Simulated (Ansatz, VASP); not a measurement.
## Mn in VASP and in Ansatz

The input INCAR:

```
SYSTEM = Mn
PREC     = Accurate       ! precision mode
ENCUT    = 520            ! plane-wave cutoff, eV
EDIFF    = 1E-6           ! SCF threshold, eV
ISMEAR   = -1             ! smearing method
SIGMA    = 0.05           ! smearing width, eV
LREAL    = .FALSE.        ! projectors in reciprocal space
LASPH    = .TRUE.         ! aspherical terms in the spheres
NELM     = 150            ! most SCF steps
ALGO     = Normal         ! electronic algorithm
ISIF     = 2              ! what is computed and relaxed
LWAVE    = .FALSE.        ! write WAVECAR
LCHARG   = .FALSE.        ! write CHGCAR
ISPIN    = 2              ! spin polarisation
MAGMOM   = 2.479 -2.479   ! initial moments
LORBIT   = 11             ! projections on sites
LMAXMIX  = 4              ! l up to which the mixer works
GGA      = RE             ! functional
NBANDS   = 24             ! bands
```

File KPOINTS:

```
Automatic mesh
0
G
  13 13 13
  0 0 0
```

File POSCAR:

```
Mn
1.0
    0.0000000000      2.3461160553      2.3461160553
    2.3461160553      0.0000000000      2.3461160553
    2.3461160553      2.3461160553      0.0000000000
Mn
2
Direct
    0.0000000000      0.0000000000      0.0000000000
    0.5000000000      0.5000000000      0.5000000000
```

Input for Ansatz:

```yaml
crystal:
  lattice:
    - [0.0, 2.3461160553, 2.3461160553]
    - [2.3461160553, 0.0, 2.3461160553]
    - [2.3461160553, 2.3461160553, 0.0]
  atoms:
    - { symbol: Mn, position: [0.0, 0.0, 0.0], spin: 2.479 }
    - { symbol: Mn, position: [0.5, 0.5, 0.5], spin: -2.479 }
hamiltonian:
  xc: revpbe
  pseudopotentials:
    kind: paw
    azcp:
      Mn: "pseudopotentials/Mn.paw.azcp"
basis:
  ecutwfc: 420
  fft_grid_basis: typed
kpoints:
  mp_grid: { grid: [13, 13, 13], shift: [0, 0, 0] }
magnetization:
  spin_polarized: true
scf:
  occupations: { method: fermi_dirac, width: 0.05 }
  lower_state_search: "off"
output:
  stress: true
  write_density: true
  write_potential: true
  elf: true
  volumetric_format: npy
```

Alike in both runs: task single point; functional revPBE; k mesh 13 × 13 × 13; occupations fermi-dirac, width 0.05 eV; collinear spin.

|  | VASP | Ansatz |
| --- | --- | --- |
| version | VASP 6.6.1 | Ansatz 0.2.0 |
| potentials or method | VASP PAW PBE potentials, release 64 (Mn_pv), cutoff 520 eV | plane waves (420 eV) with PAW, scalar-relativistic |
| valence electrons in the cell | 26 | 30 |

Ansatz gave:

| Item | Value |
| --- | --- |
| pressure (GPa) | 8.5 |
| net moment per atom (μB) | 0.00 |
| size of the moment on the site where the two differ most (μB) | 2.17 |

Q: What did VASP give for the same quantities?

A: Pressure (GPa): 8.6; net moment per atom (μB): 0.00; size of the moment on the site where the two differ most (μB): 2.30.

VASP's potentials were made for PBE, not for revPBE. Site moments also hang on the region over which each program counts them. The functional is the same, so the differences come from potentials, cutoffs and numerics. VASP's potentials hold 26 valence electrons a cell and Ansatz's 30, so a difference there can come from the potentials and not from the codes.
